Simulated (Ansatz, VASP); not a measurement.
Two plane-wave programs on HfHg

File INCAR:

```
PREC = Accurate
ENCUT = 520
EDIFF = 1E-7
ISMEAR = 0
SIGMA = 0.05
LREAL = False
LASPH = True
NELM = 60
ALGO = Normal
ISIF = 2
LWAVE = False
LCHARG = True
GGA = PS
LELF = True
LVHAR = True
NBANDS = 18
```

Contents of KPOINTS:

```
regular mesh
0
Gamma
  10 10 10
```

The input POSCAR:

```
HfHg
1.0
    3.3908551508      0.0000000000      0.0000000000
    0.0000000000      3.3908551508      0.0000000000
    0.0000000000      0.0000000000      3.3908551508
Hf Hg
1 1
Direct
    0.0000000000      0.0000000000      0.0000000000
    0.5000000000      0.5000000000      0.5000000000
```

Input for Ansatz:

```yaml
crystal:
  lattice:
    - [3.3908551508, 0.0, 0.0]
    - [0.0, 3.3908551508, 0.0]
    - [0.0, 0.0, 3.3908551508]
  atoms:
    - { symbol: Hf, position: [0.0, 0.0, 0.0] }
    - { symbol: Hg, position: [0.5, 0.5, 0.5] }
basis:
  ecutwfc: 420
  ecutrho_ratio: 4
kpoints:
  mp_grid: { grid: [10, 10, 10] }
hamiltonian:
  xc: pbesol
scf:
  occupations: { method: gaussian, width: 0.05 }
output:
  forces: true
  stress: true
  eigenvalues: true
```

Alike in both runs: task single point; functional PBEsol; k mesh 10 × 10 × 10; occupations gaussian, width 0.05 eV; no spin polarisation.

|  | VASP | Ansatz |
| --- | --- | --- |
| version | VASP 6.6.1 | Ansatz 0.2.0 |
| potentials or method | VASP PAW PBE potentials, release 64 (Hf_pv, Hg), cutoff 520 eV | scalar-relativistic, plane waves, PAW |
| valence electrons in the cell | 22 | 46 |

Ansatz gave:

| Item | Value |
| --- | --- |
| gap on the k mesh at the Fermi level (eV) | none |
| pressure (GPa) | 5.8 |

Q: What did VASP give for the same quantities?

A: gap on the k mesh at the Fermi level (eV): none; pressure (GPa): 5.6.

VASP's potentials were made for PBE, not for PBEsol. A gap of «none» marks a metal or a gap that the smearing closes. VASP's potentials hold 22 valence electrons a cell and Ansatz's 46, so a difference there can come from the potentials and not from the codes.

Neither program's run includes spin-orbit coupling.
